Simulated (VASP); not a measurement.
Set up this calculation in VASP 6.6.1, as the native input.

- Task: single point
- Functional: r2SCAN
- Dispersion: D3(BJ)
- Potentials or basis: VASP PAW PBE potentials, release 64 (Al, Au)
- Cutoff: 550 eV
- k mesh: 5 × 5 × 5
- Occupations: fermi-dirac, width 0.02 eV
- Spin: no spin polarisation
- Dipole correction: no
- Further INCAR settings: ALGO = Normal; EDIFF = 1e-06; NBANDS = 16

The system is Al2Au.

```
CELL_PARAMETERS angstrom
0.00657 2.99643 2.96441
2.99914 0.01364 2.95735
3.03962 3.02985 -0.02684
ATOMIC_POSITIONS crystal
Al 0.30507 0.25713 0.18129
Al 0.76806 0.72661 0.74368
Au 0.99714 0.97272 0.01730
```

The input as run:

POSCAR

```
Al2Au
1.0
    0.0065700000      2.9964300000      2.9644100000
    2.9991400000      0.0136400000      2.9573500000
    3.0396200000      3.0298500000     -0.0268400000
Al Au
2 1
Direct
    0.3050743769      0.2571301814      0.1812874505
    0.7680600000      0.7266100000      0.7436800000
    0.9971400000      0.9727200000      0.0173000000
```

INCAR.step1

```
PREC = Accurate ; ENCUT = 550
ISMEAR = -1 ; SIGMA = 0.02
LREAL = F ; LASPH = T
NELM = 120 ; NBANDS = 16
GGA = PE ; ALGO = Normal
EDIFF = 1E-5 ; LWAVE = T
LCHARG = F ; GGA_COMPAT = F
```

INCAR.step2

```
PREC = Accurate ; ENCUT = 550
EDIFF = 1E-6 ; ISMEAR = -1
SIGMA = 0.02 ; LREAL = F
LASPH = T ; NELM = 120
ALGO = Normal ; ISIF = 2
LWAVE = F ; LCHARG = F
METAGGA = R2SCAN ; LMIXTAU = T
IVDW = 12 ; VDW_S6 = 1.0
VDW_S8 = 0.78981345 ; VDW_A1 = 0.49484001
VDW_A2 = 5.73083694 ; NBANDS = 16
ISTART = 1 ; GGA_COMPAT = F
```

KPOINTS

```
regular mesh
0
Gamma
  5 5 5
```

Potentials or basis: VASP PAW PBE potentials, release 64 (Al, Au).

Launch:

```sh
$ cat potpaw_PBE.64/Al/POTCAR potpaw_PBE.64/Au/POTCAR > POTCAR
$ cp INCAR.step1 INCAR
$ mpirun -np 1 vasp_std > vasp.out
$ cp INCAR.step2 INCAR
$ mpirun -np 1 vasp_std > vasp.out
```

Results of the run:

```
Pressure                   : 1.7 GPa
Largest force              : 1.678 eV/Å
Band gap on the k mesh     : zero (an odd number of electrons rules out a gap without spin polarisation)
Dispersion energy per atom : -0.190 eV
```

Caveat: the k points lie up to 0.37 Å⁻¹ apart, too coarse for converged energies and pressures of a metal; the PAW data sets were made with another functional, which shifts forces and pressure a little; spin-orbit coupling is left out, which moves the levels of the heavy elements.

It took 3 min on 1 thread of Intel Xeon 8259CL, on a shared host, peak memory 0.24 GiB.
